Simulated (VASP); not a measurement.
Mg8Si4H (a cell with a defect): single point with PBE

Crystal: Mg8Si4H (a cell with a defect).

```
CELL_PARAMETERS angstrom
6.39100 0.00000 0.00000
0.00000 6.39100 0.00000
0.00000 0.00000 6.39100
ATOMIC_POSITIONS crystal
Mg 0.24101 0.25407 0.25481
Mg 0.73817 0.74378 0.74472
Mg 0.73784 0.74373 0.25687
Mg 0.24127 0.25413 0.74631
Mg 0.73820 0.25588 0.74472
Mg 0.24099 0.74564 0.25480
Mg 0.24124 0.74557 0.74632
Mg 0.73788 0.25591 0.25686
Si 0.00067 0.99986 0.00046
Si 0.49021 0.49983 0.00067
Si 0.49019 0.99984 0.50075
Si 0.99110 0.49985 0.50061
H 0.74870 0.99956 0.00314
```

| Property | Result |
| --- | --- |
| Program | VASP 6.6.1 |
| Task | single point |
| Functional | PBE |
| Potentials or basis | VASP PAW PBE potentials, release 64 (Mg, Si, H) |
| Cutoff | 520 eV |
| k mesh | 3 × 3 × 3 |
| Occupations | gaussian, width 0.1 eV |
| Spin | no spin polarisation |
| Dipole correction | no |
| Further INCAR settings | ALGO = Normal; EDIFF = 1e-07; NBANDS = 28 |

The pressure is -0.2 GPa and the largest force is 0.008 eV/Å.

Forces in eV/Å, atoms in the order of the input:
```
Mg   0.000  0.002  0.003
Mg  -0.002 -0.004 -0.004
Mg  -0.001 -0.004  0.003
Mg  -0.001  0.003 -0.002
Mg  -0.002  0.004 -0.004
Mg   0.000 -0.002  0.003
Mg  -0.001 -0.003 -0.002
Mg  -0.001  0.004  0.003
Si  -0.007  0.000  0.002
Si   0.005  0.000  0.000
Si   0.005  0.000  0.000
Si   0.004  0.000  0.001
H    0.000  0.000 -0.002
```

Stress tensor (GPa, compression positive):
```
-1.90  0.00 -0.03
 0.00  0.64  0.00
-0.03  0.00  0.65
```

Levels at points of the mesh, in eV from the Fermi level:
```tsv
k point	band 14	band 15	band 16	band 17	band 18	band 19
(0.00, 0.00, 0.00)	-1.37	-0.67	-0.67	-0.66	-0.53	-0.33
```

It took 110 s on 1 thread of Intel(R) Xeon(R) Platinum 8488C (Sapphire Rapids), with other jobs on the host, peak memory 0.35 GiB.
